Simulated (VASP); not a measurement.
O: single point with PBEsol

The system is O.

```
O
1.0
    -2.84670    4.93063    0.00000
     2.84670    4.93063    0.00000
     0.00000    3.28708   -6.81660
O
16
Direct
  0.02885 0.02885 0.41345
  0.02885 0.02885 0.91345
  0.52885 0.02885 0.41345
  0.52885 0.02885 0.91345
  0.02885 0.52885 0.41345
  0.02885 0.52885 0.91345
  0.52885 0.52885 0.41345
  0.52885 0.52885 0.91345
  0.47115 0.47115 0.08655
  0.47115 0.47115 0.58655
  0.97115 0.47115 0.08655
  0.97115 0.47115 0.58655
  0.47115 0.97115 0.08655
  0.47115 0.97115 0.58655
  0.97115 0.97115 0.08655
  0.97115 0.97115 0.58655
```

```json
{
 "Program": "VASP 6.6.1",
 "Task": "single point",
 "Functional": "PBEsol",
 "Potentials or basis": "VASP PAW PBE potentials, release 64 (O)",
 "Cutoff": "520 eV",
 "k mesh": "3 × 3 × 4, shifted",
 "Occupations": "fermi-dirac, width 0.2241 eV",
 "Spin": "no spin polarisation"
}
```

- Pressure: 7.7 GPa
- Largest force: 3.993 eV/Å
- Band gap on the k mesh: zero (bands 48 and 49 overlap by 0.55 eV)

Forces in eV/Å, atoms in the order of the input:
```
O    0.000 -0.001  3.992
O    0.000 -0.001  3.992
O    0.000 -0.001  3.992
O    0.000 -0.001  3.992
O    0.000 -0.001  3.991
O    0.000 -0.001  3.993
O    0.000 -0.001  3.992
O    0.000 -0.001  3.992
O    0.000  0.001 -3.992
O    0.000  0.001 -3.992
O    0.000  0.001 -3.993
O    0.000  0.001 -3.992
O    0.000  0.001 -3.992
O    0.000  0.001 -3.992
O    0.000  0.001 -3.992
O    0.000  0.001 -3.992
```

Stress tensor (GPa, compression positive):
```
-6.31  0.00  0.00
 0.00 -6.29  0.01
 0.00  0.01 35.67
```

Levels at points of the mesh, in eV from the Fermi level:
| k point | band 45 | band 46 | band 47 | band 48 | band 49 | band 50 | band 51 | band 52 |
| --- | --- | --- | --- | --- | --- | --- | --- | --- |
| (0.00, 0.00, 0.12) | -0.71 | -0.71 | 0.16 | 0.17 | 0.17 | 0.65 | 0.65 | 0.67 |

It took 3.5 min on 1 thread of Intel(R) Xeon(R) 6975P-C (Granite Rapids), with other jobs on the host, peak memory 0.35 GiB.

Caveat: the k points lie up to 0.44 Å⁻¹ apart, too coarse for converged energies and pressures of a metal; the standard files for N, O and F lose accuracy on very short bonds; spin is off for a triplet molecule; this functional lacks dispersion, which holds the molecules together, so the pressure and a relaxed volume are unreliable; the PAW data sets were made with another functional, which shifts forces and pressure a little.
